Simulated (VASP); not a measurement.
A run of VASP 6.6.1 is set up as follows.

Contents of INCAR:

```
SYSTEM = GaN
PREC = Accurate
ENCUT = 520
EDIFF = 1E-6
ISMEAR = -1
SIGMA = 0.05
LREAL = .False.
LASPH = .True.
NELM = 80
ALGO = Normal
ISIF = 2
LWAVE = .False.
LCHARG = .False.
GGA = PS
NBANDS = 16
```

The input KPOINTS:

```
Automatic mesh
0
Gamma
  10 10 10
  0 0 0
```

POSCAR

```
GaN
1.0
    2.9411214325      0.0000000000      0.0000000000
   -1.4705607162      2.5470858761      0.0000000000
    0.0000000000      0.0000000000      2.6525473324
Ga N
1 1
Direct
    0.6666666667      0.3333333333      0.5000000000
    0.0000000000      0.0000000000      0.0000000000
```

Potentials or basis: VASP PAW PBE potentials, release 64 (Ga_d, N).

Command:

```console
$ cat potpaw_PBE.64/Ga_d/POTCAR potpaw_PBE.64/N/POTCAR > POTCAR
$ mpirun -np 1 vasp_std > vasp.out
```

Task: Estimate the pressure.

Result: 0.4 GPa.

Task: What does it give for the band gap on the k mesh?

Result: Zero (bands 9 and 10 overlap by 1.10 eV).

Caveat: the PAW data sets were made with another functional, which shifts forces and pressure a little.
